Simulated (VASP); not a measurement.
A run of VASP 6.6.1:

INCAR

```
PREC = Accurate
ENCUT = 520
EDIFF = 1E-7
ISMEAR = 0
SIGMA = 0.1
LREAL = F
LASPH = T
NELM = 80
ALGO = Normal
ISIF = 2
LWAVE = F
LCHARG = T
GGA = PE
LELF = T
LVHAR = T
NBANDS = 46
```

The input KPOINTS:

```
Automatic mesh
0
Gamma
  6 6 2
```

POSCAR

```
GaN
1.0
    3.2184275448      0.0000000000      0.0000000000
   -1.6092137724      2.7872400141      0.0000000000
    0.0000000000      0.0000000000     10.4861642602
Ga N
4 4
Direct
    0.3333333333      0.6666666667      0.4995622531
    0.3333333333      0.6666666667      0.9995622531
    0.6666666667      0.3333333333      0.2495622531
    0.6666666667      0.3333333333      0.7495622531
    0.3333333333      0.6666666667      0.1879377469
    0.3333333333      0.6666666667      0.6879377469
    0.6666666667      0.3333333333      0.4379377469
    0.6666666667      0.3333333333      0.9379377469
```

Potentials or basis: VASP PAW PBE potentials, release 64 (Ga_d, N).

The run is started by

```bash
$ cat potpaw_PBE.64/Ga_d/POTCAR potpaw_PBE.64/N/POTCAR > POTCAR
$ mpirun -np 1 vasp_std > vasp.out
```

Hardware: 1 thread of Intel Xeon 6975P-C (shared host).

Question: How long does it take, and how much memory?

Answer: Run time: 66 s on 1 thread of Intel Xeon 6975P-C (shared host), peak memory 0.22 GiB. Counts: scf iterations 17, k points 14.
